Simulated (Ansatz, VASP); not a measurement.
## I in VASP and in Ansatz

```xyz
1
Lattice="0.0000 2.3497 3.8836 2.1775 0.0000 3.8836 2.1775 2.3497 0.0000" Properties=species:S:1:pos:R:3 pbc="T T T"
I     0.0000    0.0000    0.0000
```

Alike in both runs: task single point; functional LDA; k mesh 9 × 9 × 9; occupations fermi-dirac, width 0.05 eV; no spin polarisation.

```csv
,VASP,Ansatz
version,VASP 6.6.1,Ansatz 0.2.0
potentials or method,"VASP PAW LDA potentials, release 64 (I)",Ansatz PAW
plane-wave cutoff (eV),520,420
valence electrons in the cell,7,17
```

```tsv
	VASP	Ansatz	Ansatz less VASP
gap on the k mesh at the Fermi level (eV)	none	none	-
pressure (GPa)	-1.9	-1.9	0.00
traceless stress, the component that is largest in VASP (GPa)	0.75	0.77	+0.014
```

LDA's correlation is that of Perdew and Zunger in VASP and of Perdew and Wang (1992) in Ansatz. A gap of «none» marks a metal or a gap that the smearing closes. VASP's potentials hold 7 valence electrons a cell and Ansatz's 17, so a difference there can come from the potentials and not from the codes.

Neither program's run includes spin-orbit coupling.
